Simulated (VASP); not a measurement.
A run of VASP 6.6.1 is set up as follows.

Contents of INCAR:

```
PREC     = Accurate       # precision mode
ENCUT    = 520            # plane-wave cutoff, eV
EDIFF    = 1E-8           # SCF threshold, eV
ISMEAR   = -1             # smearing method
SIGMA    = 0.05           # smearing width, eV
LREAL    = F              # projectors in reciprocal space
LASPH    = T              # aspherical terms in the spheres
NELM     = 200            # most SCF steps
ALGO     = Normal         # electronic algorithm
ISIF     = 2              # what is computed and relaxed
LWAVE    = F              # write WAVECAR
LCHARG   = F              # write CHGCAR
ISPIN    = 2              # spin polarisation
MAGMOM   = 2 0            # initial moments
LORBIT   = 11             # projections on sites
LMAXMIX  = 4              # l up to which the mixer works
GGA      = PS             # functional
LEFG     = T            
NBANDS   = 18             # bands
GGA_COMPAT= F
```

The input KPOINTS:

```
Automatic mesh
0
Gamma
  16 16 16
```

The input POSCAR:

```
CoO
1.0
    0.0000000000      2.1315000000      2.1954450000
    2.1315000000      0.0000000000      2.1954450000
    2.1315000000      2.1315000000      0.0000000000
Co O
1 1
Direct
    0.0000000000      0.0000000000      0.0000000000
    0.5000000000      0.5000000000      0.5000000000
```

Potentials or basis: VASP PAW PBE potentials, release 64 (Co, O).

Run with:

```console
$ cat potpaw_PBE.64/Co/POTCAR potpaw_PBE.64/O/POTCAR > POTCAR
$ mpirun -np 1 vasp_std > vasp.out
```

Task: Predict the pressure.

Result: -15.4 GPa.

Task: Predict the net moment.

Result: 2.96 μB per cell.

Task: Estimate the band gap on the k mesh.

Result: Zero (filled and empty bands overlap).

Stress tensor (GPa, compression positive):
```
-15.28   0.00   0.00
  0.00 -15.28   0.00
  0.00   0.00 -15.50
```

Caveat: the cell differs from its parent crystal (zz strain of +3 %); without QUAD_EFG the Cq values of the log hold for a quadrupole moment of 1 mb, not for the nuclei; the PAW data sets were made with another functional, which shifts forces and pressure a little; a cell with one magnetic atom can't hold antiferromagnetic order, which such compounds often take; semilocal functionals often make such compounds metallic where correlation or magnetic order opens a gap, which also shifts bond lengths.
